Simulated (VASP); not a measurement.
BaTa3O2: single point with PBE

BaTa3O2:

```xyz
6
Lattice="2.9182 -6.5284 0.0000 2.9182 6.5284 0.0000 0.0000 0.0000 2.8868" Properties=species:S:1:pos:R:3 pbc="T T T"
Ba    2.9182    0.0000    0.0000
Ta    2.9182    4.0148    0.0000
Ta    2.9182   -4.0148    0.0000
Ta    0.0000    0.0000    1.4434
O     1.4591    3.2642    1.4434
O     1.4591   -3.2642    1.4434
```

```
Program                : VASP 6.6.1
Task                   : single point
Functional             : PBE
Potentials or basis    : VASP PAW PBE potentials, release 64 (Ba_sv, Ta_pv, O)
Cutoff                 : 520 eV
k mesh                 : 8 × 8 × 14
Occupations            : gaussian, width 0.1 eV
Spin                   : no spin polarisation
Dipole correction      : no
Further INCAR settings : ALGO = Normal; EDIFF = 1e-06; NBANDS = 36
```

```json
{
  "Pressure": "1.0 GPa",
  "Largest force": "0.011 eV/Å"
}
```

Forces in eV/Å, atoms in the order of the input:
```
Ba   0.000  0.000  0.000
Ta   0.000  0.011  0.000
Ta   0.000 -0.011  0.000
Ta   0.000  0.000  0.000
O    0.000  0.000  0.000
O    0.000  0.000  0.000
```

Stress tensor (GPa, compression positive):
```
1.40 0.00 0.00
0.00 0.10 0.00
0.00 0.00 1.59
```

Levels at points of the mesh, in eV from the Fermi level:
```tsv
k point	band 24	band 25	band 26	band 27	band 28	band 29	band 30	band 31	band 32	band 33
(0.00, 0.00, 0.00)	-2.38	-1.42	-0.98	-0.34	0.37	0.96	1.05	1.23	1.52	1.99
(0.50, 0.00, 0.00)	-1.64	-1.13	-1.03	-0.82	-0.41	0.90	1.13	1.27	1.41	2.25
(0.50, 0.50, 0.00)	-1.51	-1.39	-1.01	-0.82	-0.33	0.92	1.07	1.14	1.76	1.82
(0.00, 0.00, 0.50)	-0.93	-0.66	-0.42	0.03	0.21	0.28	0.86	1.02	1.29	1.61
(0.50, 0.00, 0.50)	-2.11	-1.48	-0.55	-0.41	-0.16	0.58	1.23	2.08	2.12	2.17
(0.50, 0.50, 0.50)	-1.26	-0.90	-0.67	-0.63	-0.03	-0.02	0.09	1.08	1.21	2.06
```

Run time: 18 min on 1 thread of Oxide Virtual Turin-like Processor (shared host), peak memory 0.64 GiB.

Caveat: spin-orbit coupling is left out, which moves the levels of the heavy elements; an odd number of electrons without spin polarisation forces a metal; a magnetic or distorted state may lie lower.
